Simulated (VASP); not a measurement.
Wanted: the native input for a VASP 6.6.1 run.

```
Task                   : single point
Functional             : PBE
Potentials or basis    : VASP PAW PBE potentials, release 64 (Mo_sv)
Cutoff                 : 520 eV
k mesh                 : 21 × 21 × 18
Occupations            : gaussian, width 0.15 eV
Spin                   : no spin polarisation
Dipole correction      : no
Further INCAR settings : ALGO = Fast; EDIFF = 1e-06; NBANDS = 13
```

The structure of Mo lies in POSCAR:

```
Mo
1.0
    2.5987348773      0.0000000000      0.0000000000
   -1.2993674387      2.4874725711      0.0000000000
    0.0000000000      0.0000000000      2.5551807000
Mo
1
Direct
    0.0000000000      0.0000000000      0.5000000000
```

This cell differs from its parent crystal: strain -0.0500 x Voigt [1, -1, 0, 0, 0, 0].

These files were run (other wordings do the same):

INCAR

```
ALGO     = Fast           # electronic algorithm
EDIFF    = 1E-6           # SCF threshold, eV
ENCUT    = 520            # plane-wave cutoff, eV
GGA      = PE             # functional
ISIF     = 2              # what is computed and relaxed
ISMEAR   = 0              # smearing method
LASPH    = True           # aspherical terms in the spheres
LCHARG   = False          # write CHGCAR
LREAL    = False          # projectors in reciprocal space
LWAVE    = False          # write WAVECAR
NBANDS   = 13             # bands
NELM     = 60             # most SCF steps
PREC     = Accurate       # precision mode
SIGMA    = 0.15           # smearing width, eV
```

KPOINTS

```
k-points
0
Gamma
  21 21 18
```

Potentials or basis: VASP PAW PBE potentials, release 64 (Mo_sv).

The run is started by

```console
$ cat potpaw_PBE.64/Mo_sv/POTCAR > POTCAR
$ mpirun -np 1 vasp_std > vasp.out
```

It gave:

* Pressure: 5.6 GPa
* Band gap on the k mesh: zero (band 7 reaches 12.77 eV, above the bottom of band 8 at 10.90 eV)

Caveat: the cell differs from its parent crystal (strain -0.0500 x Voigt [1, -1, 0, 0, 0, 0]).

Wall time 2.9 min on 1 thread of Intel Xeon 6975P-C, with other jobs on the host, peak memory 0.34 GiB.
